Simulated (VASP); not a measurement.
A run of VASP 6.6.1 is set up as follows.

File INCAR:

```
SYSTEM = NaHF2
ALGO = Normal
EDIFF = 1E-7
ENCUT = 520
GGA = PS
ISIF = 2
ISMEAR = 0
IVDW = 12
LASPH = .TRUE.
LCHARG = .TRUE.
LELF = .TRUE.
LREAL = .FALSE.
LVHAR = .TRUE.
LWAVE = .FALSE.
NBANDS = 19
NELM = 100
PREC = Accurate
SIGMA = 0.05
```

File KPOINTS:

```
k-points
0
G
  9 9 9
  0 0 0
```

Contents of POSCAR:

```
NaHF2
1.0
    1.7938500000      1.0356797804      3.5822333333
   -1.7938500000      1.0356797804      3.5822333333
    0.0000000000     -2.0713595608      3.5822333333
Na H F
1 1 2
Direct
    0.0000000000      0.0000000000      0.0000000000
    0.5000000000      0.5000000000      0.5000000000
    0.4168825606      0.4168825606      0.4168825606
    0.5831174394      0.5831174394      0.5831174394
```

Potentials or basis: VASP PAW PBE potentials, release 64 (Na_pv, H, F).

Launch:

```sh
$ cat potpaw_PBE.64/Na_pv/POTCAR potpaw_PBE.64/H/POTCAR potpaw_PBE.64/F/POTCAR > POTCAR
$ mpirun -np 1 vasp_std > vasp.out
```

Q: Predict the pressure.

A: 45.9 GPa.

Q: Predict the band gap on the k mesh.

A: 5.97 eV.

Q: Predict the largest force.

A: 17.598 eV/Å.

Forces in eV/Å, atoms in the order of the input:
```
Na    0.000   0.000   0.000
H     0.000   0.000   0.000
F     0.000   0.000 -17.598
F     0.000   0.000  17.598
```

Caveat: the cell stands under pressure; the PAW data sets were made with another functional, which shifts forces and pressure a little; an odd mesh through Γ misses points on the zone boundary, where band edges can lie. A hybrid or GW would open this gap; PBEsol tends to underestimate it.
